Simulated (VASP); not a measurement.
# BeTe (m.bgw) (F-43m) in VASP: single point with PBE

Aim: the single point of BeTe (m.bgw) with PBE.

Program: VASP 6.6.1. These are calculated values, not measurements. Logs are shortened: lines on timing, memory, paths and dates and some standing lists are left out, and cuts for length are marked.

## 1. The cell of the first run

The structure is cubic, space group F-43m (No. 216). The conventional cell has a = 5.665 Å, b = 5.665 Å, c = 5.665 Å, α = 90.00°, β = 90.00°, γ = 90.00°. Within 3.2 Å of Be (site symmetry -43m) lie 4 Te at 2.45 Å. Te (site symmetry -43m) has 4 Be at 2.45 Å within 3.2 Å.

## 2. Single point, PBE

Input file INCAR:

```
ALGO = Normal ; EDIFF = 1E-6
ENCUT = 600 ; GGA = PE
GGA_COMPAT = F ; ISIF = 2
ISMEAR = 0 ; LASPH = T
LCHARG = F ; LREAL = F
LWAVE = F ; NBANDS = 11
NELM = 120 ; PREC = Accurate
SIGMA = 0.01
```

Input file KPOINTS:

```
k-points
0
Gamma
  4 4 4
```

Input file POSCAR:

```
BeTe
1.0
    0.0000000000      2.8323125523      2.8323125523
    2.8323125523      0.0000000000      2.8323125523
    2.8323125523      2.8323125523      0.0000000000
Be Te
1 1
Direct
    0.0000000000      0.0000000000      0.0000000000
    0.2500000000      0.2500000000      0.2500000000
```

Potentials or basis: VASP PAW PBE potentials, release 64 (Be, Te).

The run is started by

```console
> cat potpaw_PBE.64/Be/POTCAR potpaw_PBE.64/Te/POTCAR > POTCAR
> mpirun -np 1 vasp_std > vasp.out
```

OUTCAR:

```text
EDIFF = 1E-6
   ENCUT = 600
   GGA = PE
   ISIF = 2
   ISMEAR = 0
   LASPH = T
   LREAL = F
   NELM = 120
   PREC = Accurate

 ion  position               nearest neighbor table
   1  0.000  0.000  0.000-   2 2.45   2 2.45   2 2.45   2 2.45
   2  0.250  0.250  0.250-   1 2.45   1 2.45   1 2.45   1 2.45

  LATTYP: Found a face centered cubic cell.
 ALAT       =     5.6646251046

  Lattice vectors:

 A1 = (   0.0000000000,   2.8323125523,   2.8323125523)
 A2 = (   2.8323125523,   0.0000000000,   2.8323125523)
 A3 = (   2.8323125523,   2.8323125523,   0.0000000000)

Analysis of symmetry for initial positions (statically):
=====================================================================
 Subroutine PRICEL returns:
 Original cell was already a primitive cell.

 Routine SETGRP: Setting up the symmetry group for a
 face centered cubic supercell.

 Subroutine GETGRP returns: Found 24 space group operations
 (whereof 24 operations were pure point group operations)
 out of a pool of 48 trial point group operations.

The static configuration has the point symmetry T_d .

Analysis of symmetry for dynamics (positions and initial velocities):
=====================================================================
 Subroutine PRICEL returns:
 Original cell was already a primitive cell.

 Routine SETGRP: Setting up the symmetry group for a
 face centered cubic supercell.

 Subroutine GETGRP returns: Found 24 space group operations
 (whereof 24 operations were pure point group operations)
 out of a pool of 48 trial point group operations.

The dynamic configuration has the point symmetry T_d .

 Subroutine INISYM returns: Found 24 space group operations
 (whereof 24 operations are pure point group operations),
 and found     1 'primitive' translations

----------------------------------------------------------------------------------------

                                     Primitive cell

  volume of cell :      45.4416

  direct lattice vectors                    reciprocal lattice vectors
     0.000000000  2.832312552  2.832312552    -0.176534189  0.176534189  0.176534189
     2.832312552  0.000000000  2.832312552     0.176534189 -0.176534189  0.176534189
     2.832312552  2.832312552  0.000000000     0.176534189  0.176534189 -0.176534189

  length of vectors
     4.005494824  4.005494824  4.005494824     0.305766185  0.305766185  0.305766185

  position of ions in fractional coordinates (direct lattice)
     0.000000000  0.000000000  0.000000000
     0.250000000  0.250000000  0.250000000
[... 68 lines left out ...]
   POTIM  = 0.5000    time-step for ionic-motion
   TEBEG  =    0.0;   TEEND  =   0.0 temperature during run
   PSTRESS=    0.0 pullay stress
   NELECT =       8.0000    total number of electrons
   NUPDOWN=      -1.0000    fix difference up-down
   EMIN   =  10.00;   EMAX   =-10.00  energy-range for DOS
   EFERMI =   0.00;   METHOD = LEGACY
   ISMEAR =     0;   SIGMA  =   0.01  broadening in eV -4-tet -1-fermi 0-gaus
   EFERMI_NEDOS =   21; number of points for ismear=-14 and -15
   IALGO  =     38    algorithm
   IMIX   =      4    mixing-type and parameters
     AMIX     =   0.40;   BMIX     =  1.00
     AMIX_MAG =   1.60;   BMIX_MAG =  1.00
  volume/ion in A,a.u.               =      22.72       153.33
  Fermi-wavevector in a.u.,A,eV,Ry     =   0.917530  1.733880 11.454221  0.841861
  Thomas-Fermi vector in A             =   2.042509
   LORBIT       =      0    0 simple, 1 ext, 2 COOP (PROOUT), +10 PAW based schemes
   GGA     = PE    functional components
   LHFCALC =     F    Hartree Fock is set to
   AEXX    =    0.0000 exact exchange contribution
   IVDW    =     0    specifies the selected vdW correction
   LEPSILON=     F    determine dielectric tensor
   LRPA    =     F    only Hartree local field effects (RPA)
 non-spin polarized calculation
 Gauss-broadening in eV      SIGMA  =   0.01
  energy-cutoff  :      600.00
  volume of cell :       45.44
 maximum number of plane-waves:      1540
   NGX = 15   NGY = 15   NGZ = 15

 number of electron       8.0000000 magnetization

 Free energy of the ion-electron system (eV)
  ---------------------------------------------------
  ext. energy  EPLUGINS =         0.00000000
  ---------------------------------------------------
  free energy    TOTEN  =        -7.54797039 eV

  energy without entropy =       -7.54797039  energy(sigma->0) =       -7.54797039

 E-fermi :   5.0480     XC(G=0):  -8.9737

 val. band max:        4.9259873031   @ k =   0.0000   0.0000   0.0000
 cond. band min:       6.9320464141   @ k =   0.5000   0.5000   0.0000
 fundamental gap:      2.0060591111
 Fermi energy:         5.0479925208

 k-point     1 :       0.0000    0.0000    0.0000
  band No.  band energies     occupation
      1      -7.2562      2.00000
      2       4.9260      2.00000
      3       4.9260      2.00000
      4       4.9260      2.00000
      5       8.5372      0.00000
      6       8.5372      0.00000
      7       8.5372      0.00000
      8       8.6200      0.00000
      9      13.2113      0.00000
     10      15.1239      0.00000
     11      15.1239      0.00000
[... 85 lines left out ...]
 k-point     8 :      -0.2500    0.5000    0.2500
  band No.  band energies     occupation
      1      -5.4432      2.00000
      2       0.4083      2.00000
      3       1.3185      2.00000
      4       1.7956      2.00000
      5      10.1979      0.00000
      6      10.4338      0.00000
      7      10.4762      0.00000
      8      11.0255      0.00000
      9      15.7166      0.00000
     10      16.5072      0.00000
     11      17.6630      0.00000

------------------------ aborting loop because EDIFF is reached ----------------------------------------

  FORCE on cell =-STRESS in cart. coord.  units (eV):
  Direction    XX          YY          ZZ          XY          YZ          ZX
  --------------------------------------------------------------------------------------
  -------------------------------------------------------------------------------------
  Total        0.1538560      0.1538560      0.1538560     -0.0000000      0.0000000     -0.0000000
  in kB        5.4246484      5.4246484      5.4246484     -0.0000000      0.0000000     -0.0000000
  external PRESSURE =       5.4246484 kB  Pullay stress =       0.0000000 kB

 VOLUME and BASIS-vectors are now :
 -----------------------------------------------------------------------------
  energy-cutoff  :      600.00
  volume of cell :       45.44
      direct lattice vectors                 reciprocal lattice vectors
     0.000000000  2.832312552  2.832312552    -0.176534189  0.176534189  0.176534189
     2.832312552  0.000000000  2.832312552     0.176534189 -0.176534189  0.176534189
     2.832312552  2.832312552  0.000000000     0.176534189  0.176534189 -0.176534189

 POSITION                                       TOTAL-FORCE (eV/Angst)
 -----------------------------------------------------------------------------------
      0.00000      0.00000      0.00000        -0.000000     -0.000000     -0.000000
      1.41616      1.41616      1.41616         0.000000      0.000000      0.000000
 -----------------------------------------------------------------------------------
    total drift:                                0.000000      0.000000      0.000000

  FREE ENERGIE OF THE ION-ELECTRON SYSTEM (eV)
  ---------------------------------------------------
  free  energy   TOTEN  =        -7.5479703853 eV

  energy  without entropy=       -7.5479703853  energy(sigma->0) =       -7.54797039
```

stdout:

```text
POSCAR found type information on POSCAR BeTe
 POSCAR found :  2 types and       2 ions
 scaLAPACK will be used
 LDA part: xc-table for (Slater+PW92), standard interpolation
 POSCAR, INCAR and KPOINTS ok, starting setup
 FFT: planning ... GRIDC
 FFT: planning ... GRID_SOFT
 FFT: planning ... GRID
 WAVECAR not read
 entering main loop
```

Run time: 4.6 s. Hardware: 1 thread of Intel Xeon 6975P-C (Granite Rapids), shared host; peak memory 0.17 GiB.

What came out:

| Property | Result |
| --- | --- |
| Free energy | -7.5480 eV |
| Pressure | 0.5 GPa |
| Band gap on the k mesh | 2.01 eV, indirect (least direct gap 3.61 eV) |

Caveat: the k points lie up to 0.48 Å⁻¹ apart; spin-orbit coupling is left out, which moves the levels of the heavy elements.
